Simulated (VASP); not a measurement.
# Br (Immm) in VASP: notebook

The runs below take Br through single point, with LDA.

Everything below comes from runs of VASP 6.6.1. Logs are shortened: lines on timing, memory, paths and dates and some standing lists are left out, and cuts for length are marked.

**1. The cell of the first run**

It takes space group Immm (No. 71, orthorhombic). Conventional cell: a = 2.574 Å, b = 3.440 Å, c = 7.156 Å, α = 90.00°, β = 90.00°, γ = 90.00°. Within 3.5 Å of Br (site symmetry mmm) lie 4 Br at 2.57 to 3.44 Å.

**2. Single point, LDA**

File INCAR:

```
  PREC = Accurate
  ENCUT = 520
  EDIFF = 1E-6
  ISMEAR = 0
  SIGMA = 0.15
  LREAL = False
  LASPH = True
  NELM = 100
  ALGO = Normal
  ISIF = 2
  LWAVE = False
  LCHARG = False
  NBANDS = 10
```

File KPOINTS:

```
regular mesh
0
Gamma
  22 22 22
```

File POSCAR:

```
Br
1.0
   -1.2867684050      1.7199972000      3.5779911600
    1.2867684050     -1.7199972000      3.5779911600
    1.2867684050      1.7199972000     -3.5779911600
Br
1
Direct
    0.0000000000      0.0000000000      0.0000000000
```

Potentials or basis: VASP PAW LDA potentials, release 64 (Br).

The run is started by

```bash
$ cat potpaw_LDA.64/Br/POTCAR > POTCAR
$ mpirun -np 1 vasp_std > vasp.out
```

OUTCAR:

```text
PREC = Accurate
   ENCUT = 520
   EDIFF = 1E-6
   ISMEAR = 0
   LREAL = False
   LASPH = True
   NELM = 100
   ISIF = 2

 ion  position               nearest neighbor table
   1  0.000  0.000  0.000-

  LATTYP: Found a body centered orthorhombic cell.
 ALAT       =     2.5735368100
 B/A-ratio  =     1.3366796957
 C/A-ratio  =     2.7806022794

  Lattice vectors:

 A1 = (  -1.2867684050,   1.7199972000,   3.5779911600)
 A2 = (   1.2867684050,  -1.7199972000,   3.5779911600)
 A3 = (   1.2867684050,   1.7199972000,  -3.5779911600)

Analysis of symmetry for initial positions (statically):
=====================================================================
 Subroutine PRICEL returns:
 Original cell was already a primitive cell.

 Routine SETGRP: Setting up the symmetry group for a
 body centered orthorhombic supercell.

 Subroutine GETGRP returns: Found  8 space group operations
 (whereof  8 operations were pure point group operations)
 out of a pool of  8 trial point group operations.

The static configuration has the point symmetry D_2h.

Analysis of symmetry for dynamics (positions and initial velocities):
=====================================================================
 Subroutine PRICEL returns:
 Original cell was already a primitive cell.

 Routine SETGRP: Setting up the symmetry group for a
 body centered orthorhombic supercell.

 Subroutine GETGRP returns: Found  8 space group operations
 (whereof  8 operations were pure point group operations)
 out of a pool of  8 trial point group operations.

The dynamic configuration has the point symmetry D_2h.

 Subroutine INISYM returns: Found  8 space group operations
 (whereof  8 operations are pure point group operations),
 and found     1 'primitive' translations

----------------------------------------------------------------------------------------

                                     Primitive cell

  volume of cell :      31.6758

  direct lattice vectors                    reciprocal lattice vectors
    -1.286768405  1.719997200  3.577991160     0.000000000  0.290698148  0.139743218
     1.286768405 -1.719997200  3.577991160     0.388570312  0.000000000  0.139743218
     1.286768405  1.719997200 -3.577991160     0.388570312  0.290698148  0.000000000

  length of vectors
     4.173270185  4.173270185  4.173270185     0.322542370  0.412934685  0.485275489

  position of ions in fractional coordinates (direct lattice)
     0.000000000  0.000000000  0.000000000

  ion indices of the primitive-cell ions
   primitive index   ion index
                 1           1

----------------------------------------------------------------------------------------

 KPOINTS: regular mesh

Automatic generation of k-mesh.
 Grid dimensions read from file:
 generate k-points for:   22   22   22

 Generating k-lattice:

  Cartesian coordinates                     Fractional coordinates (reciprocal lattice)
     0.000000000  0.013213552  0.006351964     0.045454545  0.000000000  0.000000000
     0.017662287  0.000000000  0.006351964     0.000000000  0.045454545 -0.000000000
     0.017662287  0.013213552  0.000000000     0.000000000 -0.000000000  0.045454545

  Length of vectors
     0.014661017  0.018769758  0.022057977

  Shift w.r.t. Gamma in fractional coordinates (k-lattice)
     0.000000000  0.000000000  0.000000000

 Subroutine IBZKPT returns following result:
 ===========================================

 Found   1530 irreducible k-points:

 Following reciprocal coordinates:
            Coordinates               Weight
  0.000000  0.000000  0.000000      1.000000
  0.045455  0.000000  0.000000      4.000000
  0.090909  0.000000  0.000000      4.000000
  0.136364  0.000000 -0.000000      4.000000
  0.181818  0.000000  0.000000      4.000000
  0.227273 -0.000000  0.000000      4.000000
[... 16 lines left out ...]
  0.454545  0.045455  0.000000      8.000000
  0.500000  0.045455  0.000000      8.000000
 [... further k-points ...]
   k-points           NKPTS =   1530   k-points in BZ     NKDIM =   1530   number of bands    NBANDS=     10
   number of dos      NEDOS =    301   number of ions     NIONS =      1
   total plane-waves  NPLWV =  32768
   dimension x,y,z NGX =    32 NGY =   32 NGZ =   32
   dimension x,y,z NGXF=    64 NGYF=   64 NGZF=   64
   ions per type =               1
   NGX,Y,Z   is equivalent  to a cutoff of  12.75, 12.75, 12.75 a.u.
   NGXF,Y,Z  is equivalent  to a cutoff of  25.49, 25.49, 25.49 a.u.
 SYSTEM =  unknown system
   PREC   = accura    normal or accurate (medium, high low for compatibility)
   ISTART =      0    job   : 0-new  1-cont  2-samecut
   ICHARG =      2    charge: 1-file 2-atom 10-const
   ISPIN  =      1    spin polarized calculation?
   LNONCOLLINEAR =      F non collinear calculations
   LSORBIT =      F    spin-orbit coupling
   LASPH  =      T    aspherical Exc in radial PAW
   ENCUT  =  520.0 eV  38.22 Ry    6.18 a.u.   7.76  7.76  7.76*2*pi/ulx,y,z
   NELM   =    100;   NELMIN=  2; NELMDL= -5     # of ELM steps
   EDIFF  = 0.1E-05   stopping-criterion for ELM
   LREAL  =      F    real-space projection
   EDIFFG = 0.1E-04   stopping-criterion for IOM
   NSW    =      0    number of steps for IOM
   IBRION =     -1    ionic relax: 0-MD 1-quasi-New 2-CG
   NFREE  =      0    steps in history (QN), initial steepest desc. (CG)
   ISIF   =      2    stress and relaxation
   ISYM   =      2    0-nonsym 1-usesym 2-fastsym
   POTIM  = 0.5000    time-step for ionic-motion
   TEBEG  =    0.0;   TEEND  =   0.0 temperature during run
   PSTRESS=    0.0 pullay stress
   NELECT =       7.0000    total number of electrons
   NUPDOWN=      -1.0000    fix difference up-down
   EMIN   =  10.00;   EMAX   =-10.00  energy-range for DOS
   EFERMI =   0.00;   METHOD = LEGACY
   ISMEAR =     0;   SIGMA  =   0.15  broadening in eV -4-tet -1-fermi 0-gaus
   EFERMI_NEDOS =   21; number of points for ismear=-14 and -15
   IALGO  =     38    algorithm
   IMIX   =      4    mixing-type and parameters
     AMIX     =   0.40;   BMIX     =  1.00
     AMIX_MAG =   1.60;   BMIX_MAG =  1.00
  volume/ion in A,a.u.               =      31.68       213.76
  Fermi-wavevector in a.u.,A,eV,Ry     =   0.989764  1.870383 13.328717  0.979633
  Thomas-Fermi vector in A             =   2.121386
   LORBIT       =      0    0 simple, 1 ext, 2 COOP (PROOUT), +10 PAW based schemes
   GGA     = CA    functional components
   LHFCALC =     F    Hartree Fock is set to
   AEXX    =    0.0000 exact exchange contribution
   IVDW    =     0    specifies the selected vdW correction
   LEPSILON=     F    determine dielectric tensor
   LRPA    =     F    only Hartree local field effects (RPA)
 non-spin polarized calculation
 Gauss-broadening in eV      SIGMA  =   0.15
  energy-cutoff  :      520.00
  volume of cell :       31.68
 maximum number of plane-waves:       875
   NGX = 15   NGY = 15   NGZ = 15

 number of electron       6.9999999 magnetization

 Free energy of the ion-electron system (eV)
  ---------------------------------------------------
  ext. energy  EPLUGINS =         0.00000000
  ---------------------------------------------------
  free energy    TOTEN  =        -2.01647112 eV

  energy without entropy =       -2.00787337  energy(sigma->0) =       -2.01217225

 E-fermi :   0.2033     XC(G=0):  -8.6355

 val. band max:        0.2028211229   @ k =   0.1818   0.5000  -0.0000
 cond. band min:       0.2034717051   @ k =  -0.3636   0.3636   0.2727
 fundamental gap:      0.0006505822
 Fermi energy:         0.2032664720

 k-point     1 :       0.0000    0.0000    0.0000
  band No.  band energies     occupation
      1     -15.6518      2.00000
      2      -1.6995      2.00000
      3      -0.9630      2.00000
      4       4.0225      0.00000
      5       5.1894      0.00000
      6       9.3005      0.00000
      7      12.1042      0.00000
      8      13.0791      0.00000
      9      14.3478      0.00000
     10      20.1632      0.00000

 k-point     2 :       0.0455    0.0000    0.0000
  band No.  band energies     occupation
      1     -15.6429      2.00000
      2      -1.7130      2.00000
      3      -1.0514      2.00000
      4       4.0254      0.00000
      5       5.2917      0.00000
      6       9.3794      0.00000
      7      11.7861      0.00000
      8      13.0861      0.00000
      9      14.7757      0.00000
     10      20.1882      0.00000

 k-point     3 :       0.0909    0.0000    0.0000
  band No.  band energies     occupation
      1     -15.6167      2.00000
      2      -1.7580      2.00000
      3      -1.2884      2.00000
      4       4.0340      0.00000
      5       5.5723      0.00000
      6       9.5949      0.00000
      7      11.2090      0.00000
      8      13.1072      0.00000
      9      15.7039      0.00000
     10      20.2617      0.00000

 k-point     4 :       0.1364    0.0000   -0.0000
  band No.  band energies     occupation
      1     -15.5748      2.00000
      2      -1.8749      2.00000
      3      -1.5781      2.00000
      4       4.0476      0.00000
      5       5.9662      0.00000
      6       9.8082      0.00000
      7      10.8158      0.00000
      8      13.1414      0.00000
      9      16.8332      0.00000
     10      20.3783      0.00000
[... 222 lines left out ...]
 k-point    22 :       0.4091    0.0455    0.0000
  band No.  band energies     occupation
      1     -15.1690      2.00000
      2      -3.8428      2.00000
      3      -2.0316      2.00000
      4       3.8161      0.00000
      5       6.5554      0.00000
      6      11.6920      0.00000
      7      13.7327      0.00000
      8      14.9338      0.00000
      9      17.1931      0.00000
     10      19.0994      0.00000

 k-point    23 :       0.4545    0.0455    0.0000
  band No.  band energies     occupation
      1     -15.1401      2.00000
      2      -3.9740      2.00000
      3      -2.0387      2.00000
      4       3.8272      0.00000
      5       6.4632      0.00000
      6      12.1909      0.00000
      7      13.6759      0.00000
      8      15.0792      0.00000
      9      17.1932      0.00000
     10      19.3090      0.00000

 k-point    24 :       0.5000    0.0455    0.0000
  band No.  band energies     occupation
      1     -15.1317      2.00000
      2      -4.0138      2.00000
      3      -2.0306      2.00000
      4       3.8318      0.00000
      5       6.4364      0.00000
      6      12.1900      0.00000
      7      13.6915      0.00000
      8      15.1445      0.00000
      9      17.3543      0.00000
     10      19.6715      0.00000

 [... further k-points ...]

------------------------ aborting loop because EDIFF is reached ----------------------------------------

  FORCE on cell =-STRESS in cart. coord.  units (eV):
  Direction    XX          YY          ZZ          XY          YZ          ZX
  --------------------------------------------------------------------------------------
  -------------------------------------------------------------------------------------
  Total       -0.7684611     -0.3509436     -0.2180059     -0.0000000      0.0000000      0.0000000
  in kB      -38.8691533    -17.7509080    -11.0268498     -0.0000000      0.0000000      0.0000000
  external PRESSURE =     -22.5489704 kB  Pullay stress =       0.0000000 kB

 VOLUME and BASIS-vectors are now :
 -----------------------------------------------------------------------------
  energy-cutoff  :      520.00
  volume of cell :       31.68
      direct lattice vectors                 reciprocal lattice vectors
    -1.286768405  1.719997200  3.577991160     0.000000000  0.290698148  0.139743218
     1.286768405 -1.719997200  3.577991160     0.388570312  0.000000000  0.139743218
     1.286768405  1.719997200 -3.577991160     0.388570312  0.290698148  0.000000000

 POSITION                                       TOTAL-FORCE (eV/Angst)
 -----------------------------------------------------------------------------------
      0.00000      0.00000      0.00000         0.000000      0.000000      0.000000
 -----------------------------------------------------------------------------------
    total drift:                               -0.000000     -0.000000      0.000000

  FREE ENERGIE OF THE ION-ELECTRON SYSTEM (eV)
  ---------------------------------------------------
  free  energy   TOTEN  =        -2.0164711231 eV

  energy  without entropy=       -2.0078733710  energy(sigma->0) =       -2.01217225
```

Run time: 2.8 min. Hardware: 1 thread of Intel Xeon 6975P-C (Granite Rapids), shared host; peak memory 0.54 GiB.

Results:

| Item | Value |
| --- | --- |
| Free energy | -2.0165 eV |
| Pressure | -2.3 GPa |
| Band gap on the k mesh | zero (an odd number of electrons rules out a gap without spin polarisation) |

Stress tensor (GPa, compression positive):
```
-3.89  0.00  0.00
 0.00 -1.78  0.00
 0.00  0.00 -1.10
```

Caveat: an odd number of electrons without spin polarisation forces a metal; a magnetic or distorted state may lie lower.

**3. Single point, LDA**

File INCAR:

```
PREC = Accurate
ENCUT = 520
EDIFF = 1E-6
ISMEAR = 0
SIGMA = 0.15
LREAL = False
LASPH = True
NELM = 100
ALGO = Normal
ISIF = 2
LWAVE = False
LCHARG = True
GGA = CA
LELF = True
LVHAR = True
NBANDS = 10
```

File KPOINTS:

```
regular mesh
0
Gamma
  26 26 26
```

POSCAR is that of step 2.

Potentials or basis: VASP PAW LDA potentials, release 64 (Br).

The run is started by

```bash
$ cat potpaw_LDA.64/Br/POTCAR > POTCAR
$ mpirun -np 1 vasp_std > vasp.out
```

Wall time 4 min (1 thread of Intel Xeon 6975P-C (Granite Rapids), shared host); peak memory 0.78 GiB.

The run converged. Its results:

```
Free energy            : -2.0152 eV
Pressure               : -2.0 GPa
Band gap on the k mesh : zero (an odd number of electrons rules out a gap without spin polarisation)
```

Stress tensor (GPa, compression positive):
```
-2.65  0.00  0.00
 0.00 -2.35  0.00
 0.00  0.00 -1.08
```

Levels at points of the mesh, in eV from the Fermi level:
| k point | band 1 | band 2 | band 3 | band 4 | band 5 | band 6 | band 7 |
| --- | --- | --- | --- | --- | --- | --- | --- |
| (0.00, 0.00, 0.00) | -15.78 | -1.84 | -1.10 | 3.92 | 5.05 | 9.15 | 11.96 |
| (0.50, 0.00, 0.00) | -15.29 | -4.20 | -2.20 | 4.07 | 6.22 | 12.13 | 13.20 |
| (0.00, 0.50, 0.00) | -12.80 | -6.08 | -0.38 | 0.85 | 7.32 | 11.54 | 11.91 |
| (0.50, 0.50, 0.00) | -12.45 | -5.68 | -1.45 | -0.01 | 6.41 | 8.42 | 13.57 |
| (0.50, 0.50, 0.50) | -15.57 | -3.81 | -1.35 | 3.81 | 7.06 | 11.15 | 12.39 |

Caveat: an odd number of electrons without spin polarisation forces a metal; a magnetic or distorted state may lie lower.
